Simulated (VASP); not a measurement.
Input of a VASP 6.6.1 run:

Contents of INCAR:

```
SYSTEM = NbCd3
  PREC = Accurate
  ENCUT = 520
  EDIFF = 1E-7
  ISMEAR = -1
  SIGMA = 0.1
  LREAL = .False.
  LASPH = .True.
  NELM = 100
  ALGO = Normal
  ISIF = 2
  LWAVE = .False.
  LCHARG = .False.
  GGA = B5
  ALDAX = 1.0
  AGGAX = 1.0
  AGGAC = 1.0
  ALDAC = 0.0
  NBANDS = 32
```

Contents of KPOINTS:

```
Automatic mesh
0
Gamma
  5 5 5
  0 0 0
```

Contents of POSCAR:

```
NbCd3
1.0
    4.2150000000      0.0000000000      0.0000000000
    0.0000000000      4.2150000000      0.0000000000
    0.0000000000      0.0000000000      4.2150000000
Nb Cd
1 3
Direct
    0.0000000000      0.0000000000      0.0000000000
    0.0000000000      0.5000000000      0.5000000000
    0.5000000000      0.0000000000      0.5000000000
    0.5000000000      0.5000000000      0.0000000000
```

Potentials or basis: VASP PAW PBE potentials, release 64 (Nb_sv, Cd).

Launch:

```sh
$ cat potpaw_PBE.64/Nb_sv/POTCAR potpaw_PBE.64/Cd/POTCAR > POTCAR
$ mpirun -np 1 vasp_std > vasp.out
```

**Question.** Predict the pressure.

**Answer.** 14.3 GPa.

**Question.** What does it give for the band gap on the k mesh?

**Answer.** Zero (an odd number of electrons rules out a gap without spin polarisation).

Caveat: the cell stands under pressure; the PAW data sets were made with another functional, which shifts forces and pressure a little.
